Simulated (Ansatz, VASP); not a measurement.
# One calculation of Co, two programs

File INCAR:

```
PREC     = Accurate       # precision mode
ENCUT    = 520            # plane-wave cutoff, eV
EDIFF    = 1E-6           # SCF threshold, eV
ISMEAR   = -1             # smearing method
SIGMA    = 0.05           # smearing width, eV
LREAL    = F              # projectors in reciprocal space
LASPH    = T              # aspherical terms in the spheres
NELM     = 150            # most SCF steps
ALGO     = Normal         # electronic algorithm
ISIF     = 2              # what is computed and relaxed
LWAVE    = F              # write WAVECAR
LCHARG   = F              # write CHGCAR
ISPIN    = 2              # spin polarisation
MAGMOM   = -1.79 -1.79    # initial moments
LORBIT   = 11             # projections on sites
LMAXMIX  = 4              # l up to which the mixer works
GGA      = RP             # functional
NBANDS   = 20             # bands
```

The input KPOINTS:

```
regular mesh
0
Gamma
  12 12 12
```

Contents of POSCAR:

```
Co
1.0
    0.0000000000      2.6363122567      2.6363122567
    2.6363122567      0.0000000000      2.6363122567
    2.6363122567      2.6363122567      0.0000000000
Co
2
Direct
    0.1250000000      0.1250000000      0.1250000000
    0.8750000000      0.8750000000      0.8750000000
```

Input for Ansatz:

```yaml
crystal:
  lattice:
    - [0.0, 2.6363122567, 2.6363122567]
    - [2.6363122567, 0.0, 2.6363122567]
    - [2.6363122567, 2.6363122567, 0.0]
  atoms:
    - { symbol: Co, position: [0.125, 0.125, 0.125], spin: -1.79 }
    - { symbol: Co, position: [0.875, 0.875, 0.875], spin: -1.79 }
hamiltonian:
  xc: rpbe
  pseudopotentials:
    kind: paw
    azcp:
      Co: "pseudopotentials/Co.paw.azcp"
basis:
  ecutwfc: 420
  fft_grid_basis: typed
kpoints:
  mp_grid: { grid: [12, 12, 12], shift: [0, 0, 0] }
magnetization:
  spin_polarized: true
scf:
  occupations: { method: fermi_dirac, width: 0.05 }
  lower_state_search: "off"
output:
  stress: true
```

Alike in both runs: task single point; functional RPBE; k mesh 12 × 12 × 12; occupations fermi-dirac, width 0.05 eV; collinear spin.

```csv
,VASP,Ansatz
version,VASP 6.6.1,Ansatz 0.2.0
potentials or method,"VASP PAW PBE potentials, release 64 (Co), cutoff 520 eV","plane waves (420 eV) with PAW, scalar-relativistic"
valence electrons in the cell,18,34
```

|  | VASP | Ansatz | Ansatz less VASP |
| --- | --- | --- | --- |
| pressure (GPa) | -6.1 | -5.9 | +0.20 |
| net moment per atom (μB) | 1.77 | 1.78 | +0.009 |
| size of the moment on the site where the two differ most (μB) | 1.79 | 1.83 | +0.041 |

VASP's potentials were made for PBE, not for RPBE. Site moments also hang on the region over which each program counts them. With one functional, cell and mesh, what is left measures potentials, basis and numerics. VASP's potentials hold 18 valence electrons a cell and Ansatz's 34, so a difference there can come from the potentials and not from the codes.
